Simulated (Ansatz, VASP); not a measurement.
## Two plane-wave programs on C

```
C
1.0
     1.23250    0.71158    3.36139
    -1.23250    0.71158    3.36139
     0.00000   -1.42317    3.36139
C
2
Cartesian
  0.0000 0.0150 1.6563
  0.0000 -0.0150 8.4279
```

Change from the starting cell: mode 4 frozen in at -0.024 Å and mode 6 at +0.015 Å (largest displacements).

Alike in both runs: task single point; functional PBE; dispersion D3(BJ); k mesh 15 × 15 × 15; occupations gaussian, width 0.05 eV; no spin polarisation.

|  | VASP | Ansatz |
| --- | --- | --- |
| version | VASP 6.6.1 | Ansatz 0.2.0 |
| potentials or method | VASP PAW PBE potentials, release 64 (C), cutoff 520 eV | scalar-relativistic, plane waves, PAW |
| valence electrons in the cell | 8 | 8 |

|  | VASP | Ansatz | Ansatz less VASP |
| --- | --- | --- | --- |
| gap on the k mesh at the Fermi level (eV) | 0.39 | 0.39 | -0.001 |
| least direct gap on the mesh (eV) | 0.39 | 0.39 | -0.001 |
| pressure (GPa) | 0.7 | 0.3 | -0.43 |
| traceless stress, the component that is largest in VASP (GPa) | 3.66 | 3.34 | -0.325 |
| rms of the force components (eV/Å) | 1.005 | 1.004 | -0.0009 |

Atom by atom the forces differ by 0.002 eV/Å (rms over components).
